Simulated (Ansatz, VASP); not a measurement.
## Two plane-wave programs on GaN

File POSCAR:

```
GaN
1.0
    0.0000000000      2.2489525487      2.2489525487
    2.2489525487      0.0000000000      2.2489525487
    2.2489525487      2.2489525487      0.0000000000
Ga N
1 1
Direct
    0.0000000000      0.0000000000      0.0000000000
    0.2500000000      0.2500000000      0.2500000000
```

File INCAR.step1:

```
SYSTEM = GaN
PREC     = Accurate       ! precision mode
ENCUT    = 520            ! plane-wave cutoff, eV
ISMEAR   = 0              ! smearing method
SIGMA    = 0.01           ! smearing width, eV
LREAL    = .FALSE.        ! projectors in reciprocal space
LASPH    = .TRUE.         ! aspherical terms in the spheres
NELM     = 80             ! most SCF steps
NBANDS   = 16             ! bands
GGA      = PE             ! functional
ALGO     = Normal         ! electronic algorithm
EDIFF    = 1E-4           ! SCF threshold, eV
LWAVE    = .TRUE.         ! write WAVECAR
LCHARG   = .FALSE.        ! write CHGCAR
```

The input INCAR.step2:

```
SYSTEM = GaN
PREC     = Accurate       ! precision mode
ENCUT    = 520            ! plane-wave cutoff, eV
EDIFF    = 1E-7           ! SCF threshold, eV
ISMEAR   = 0              ! smearing method
SIGMA    = 0.01           ! smearing width, eV
LREAL    = .FALSE.        ! projectors in reciprocal space
LASPH    = .TRUE.         ! aspherical terms in the spheres
NELM     = 80             ! most SCF steps
ALGO     = Normal         ! electronic algorithm
ISIF     = 2              ! what is computed and relaxed
LWAVE    = .FALSE.        ! write WAVECAR
LCHARG   = .FALSE.        ! write CHGCAR
METAGGA  = R2SCAN         ! meta-GGA
LMIXTAU  = .TRUE.       
NBANDS   = 16             ! bands
ISTART   = 1
```

Contents of KPOINTS:

```
Automatic mesh
0
G
  10 10 10
  0 0 0
```

Input for Ansatz:

```yaml
crystal:
  lattice:
    - [0.0, 2.2489525487, 2.2489525487]
    - [2.2489525487, 0.0, 2.2489525487]
    - [2.2489525487, 2.2489525487, 0.0]
  atoms:
    - { symbol: Ga, position: [0.0, 0.0, 0.0] }
    - { symbol: "N", position: [0.25, 0.25, 0.25] }
kpoints:
  mp_grid: { grid: [10, 10, 10] }
  band_path:
    path:
      - [0.0, 0.0, 0.0]
      - [-0.5, -0.5, 0.0]
      - [-0.375, -0.375, 0.25]
      - [-0.375, 0.0, 0.375]
      - [0.0, 0.0, 0.5]
      - [-0.5, -0.25, 0.25]
    npoints: 1
hamiltonian:
  xc: r2scan
scf:
  occupations: { method: fixed }
  n_extra_bands: 4
output:
  forces: true
  stress: true
  eigenvalues: true
```

Alike in both runs: task single point; functional r2SCAN; k mesh 10 × 10 × 10; no spin polarisation.

|  | VASP | Ansatz |
| --- | --- | --- |
| version | VASP 6.6.1 | Ansatz 0.2.0 |
| potentials or method | VASP PAW PBE potentials, release 64 (Ga_d, N) | plane waves, PAW |
| plane-wave cutoff (eV) | 520 | 500 |
| occupations | gaussian, width 0.01 eV | fixed |
| valence electrons in the cell | 18 | 18 |

```tsv
	VASP	Ansatz	Ansatz less VASP
gap on the k mesh at the Fermi level (eV)	2.16	2.17	+0.009
pressure (GPa)	1.1	0.0	-1.10
```

VASP's potentials were made for PBE, not for r2SCAN.
